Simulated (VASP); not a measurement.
Write the native input for VASP 6.6.1 that does the following.

```
Task                   : relaxation of cell and atoms
Functional             : PBE
Potentials or basis    : VASP PAW PBE potentials, release 64 (Na_pv)
Cutoff                 : 500 eV
k mesh                 : 13 × 13 × 13
Occupations            : methfessel-paxton, width 0.1 eV
Spin                   : no spin polarisation
Target pressure        : 10 GPa
Dipole correction      : no
Further INCAR settings : ALGO = Normal; EDIFF = 1e-07; IBRION = 2; EDIFFG = -0.02; NSW = 80; ISIF = 3
```

The structure of Na lies in POSCAR:

```
Na
1.0
   -2.1400000000      2.1400000000      2.1400000000
    2.1400000000     -2.1400000000      2.1400000000
    2.1400000000      2.1400000000     -2.1400000000
Na
1
Direct
    0.0000000000      0.0000000000      0.0000000000
```

The input as run:

INCAR

```
SYSTEM = Na
ALGO = Normal
EDIFF = 1E-7
EDIFFG = -0.02
ENCUT = 500
GGA = PE
GGA_COMPAT = .False.
IBRION = 2
ISIF = 3
ISMEAR = 1
LASPH = .True.
LCHARG = .False.
LREAL = .False.
LWAVE = .False.
NELM = 120
NELMIN = 4
NSW = 80
PREC = Accurate
PSTRESS = 100.0
SIGMA = 0.1
```

KPOINTS

```
k-points
0
Gamma
  13 13 13
  0 0 0
```

Potentials or basis: VASP PAW PBE potentials, release 64 (Na_pv).

Command:

```sh
$ cat potpaw_PBE.64/Na_pv/POTCAR > POTCAR
$ mpirun -np 1 vasp_std > vasp.out
```

It gave:

* Relaxed volume: 22.27 Å³/atom
* Relaxed cell: a = 3.070 Å, b = 3.070 Å, c = 3.070 Å, α = 109.47°, β = 109.47°, γ = 109.47°
* Space group after relaxing (to 0.1 Å): Im-3m (No. 229)
* Energy change on relaxing (the run minimises the enthalpy): +306.7 meV/atom
* Ionic steps: 4
* Pressure after relaxing: 10.1 GPa
* Band gap on the k mesh: zero (an odd number of electrons rules out a gap without spin polarisation)

Caveat: the cell is relaxed towards a set pressure, so the run minimises the enthalpy, not the energy; the volume moved by over 15 % at a fixed basis, so the end points are rough.

Run time: 21 s on 1 thread of Intel(R) Xeon(R) 6975P-C (Granite Rapids), on a shared host, peak memory 0.16 GiB.
